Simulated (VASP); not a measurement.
Crystal: ZrO2.

```xyz
6
Lattice="3.5961 0.0000 0.0000 0.0000 3.5961 0.0000 0.0000 0.0000 5.1770" Properties=species:S:1:pos:R:3 pbc="T T T"
Zr    0.0000    0.0000    0.0000
Zr    1.7980    1.7980    2.5885
O     0.0000    1.7980    1.0509
O     0.0000    1.7980    3.6394
O     1.7980    0.0000    1.5376
O     1.7980    0.0000    4.1261
```

```yaml
Program: VASP 6.6.1
Task: relaxation of cell and atoms
Functional: LDA
Potentials_or_basis: VASP PAW LDA potentials, release 64 (Zr_sv, O)
Cutoff: 600 eV
k_mesh: 6 × 6 × 6
Occupations: gaussian, width 0.02 eV
Spin: no spin polarisation
```

At the start: pressure -7.0 GPa; volume 11.16 Å³/atom.

**Question.** Where does the relaxation end?

**Answer.** Over 13 steps the energy falls by 7.7 meV/atom and the volume is 10.79 Å³/atom (-3.3 %); space group P4_2/nmc (No. 137, to 0.1 Å) before and after.

Step by step:
```
step  energy change (eV)  largest force (eV/Å)  pressure (GPa)  volume (Å³)
   1              0.0000                0.0488           -6.98        66.95
   2              0.0642                0.3309           12.53        62.35
   3             -0.0413                0.0884           -0.13        65.13
   4             -0.0413                0.0913            0.02        65.10
   5             -0.0427                0.0790            0.02        65.04
   6             -0.0454                0.0437            0.08        64.88
   7             -0.0454                0.0161            0.29        64.56
   8             -0.0462                0.0098            0.19        64.71
   9             -0.0458                0.0248           -0.76        64.92
  10             -0.0464                0.0030           -0.17        64.79
  11             -0.0464                0.0006           -0.11        64.77
  12             -0.0463                0.0003            0.24        64.69
  13             -0.0464                0.0005            0.00        64.75
```

Final structure:
```
CELL_PARAMETERS angstrom
3.55999 0.00000 0.00000
0.00000 3.55999 0.00000
0.00000 0.00000 5.10886
ATOMIC_POSITIONS crystal
Zr 0.00000 0.00000 0.00000
Zr 0.50000 0.50000 0.50000
O 0.00000 0.50000 0.20842
O 0.00000 0.50000 0.70842
O 0.50000 0.00000 0.29158
O 0.50000 0.00000 0.79158
```
